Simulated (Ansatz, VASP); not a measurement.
# Sn in VASP and in Ansatz

INCAR

```
SYSTEM = Sn
ALGO = Normal
EDIFF = 1E-7
ENCUT = 520
ISIF = 2
ISMEAR = -1
LASPH = .TRUE.
LCHARG = .TRUE.
LELF = .TRUE.
LREAL = .FALSE.
LVHAR = .TRUE.
LWAVE = .FALSE.
NBANDS = 13
NELM = 60
PREC = Accurate
SIGMA = 0.08
```

KPOINTS

```
k-points
0
G
  13 13 13
  0 0 0
```

Contents of POSCAR:

```
Sn
1.0
   -1.7079658415      1.9740153379      2.1287413574
    1.7079658415     -1.9740153379      2.1287413574
    1.7079658415      1.9740153379     -2.1287413574
Sn
1
Direct
    0.0000000000      0.0000000000      0.0000000000
```

Input for Ansatz:

```yaml
crystal:
  lattice:
    - [-1.7079658415, 1.9740153379, 2.1287413574]
    - [1.7079658415, -1.9740153379, 2.1287413574]
    - [1.7079658415, 1.9740153379, -2.1287413574]
  atoms:
    - { symbol: Sn, position: [0.0, 0.0, 0.0] }
kpoints:
  mp_grid: { grid: [13, 13, 13] }
scf:
  occupations: { method: fermi_dirac, width: 0.08 }
hamiltonian:
  xc: lda
  pseudopotentials: { kind: all_electron, lapw: { basis_error: 0.00025 } }
output:
  forces: true
  stress: true
  eigenvalues: true
```

Change from the starting cell: volume scaled by 1.03.

Alike in both runs: task single point; functional LDA; k mesh 13 × 13 × 13; occupations fermi-dirac, width 0.08 eV; no spin polarisation.

|  | VASP | Ansatz |
| --- | --- | --- |
| version | VASP 6.6.1 | Ansatz 0.2.0 |
| potentials or method | VASP PAW LDA potentials, release 64 (Sn_d), cutoff 520 eV | all-electron LAPW, scalar-relativistic |

VASP gave:

* pressure (GPa): -5.0
* traceless stress, the component that is largest in VASP (GPa): -0.38

Question: Which values does Ansatz return?

Answer: Pressure (GPa): -4.9; traceless stress, the component that is largest in VASP (GPa): -0.37.

LDA's correlation is that of Perdew and Zunger in VASP and of Perdew and Wang (1992) in Ansatz. Ansatz ran all-electron here, and VASP with PAW potentials.
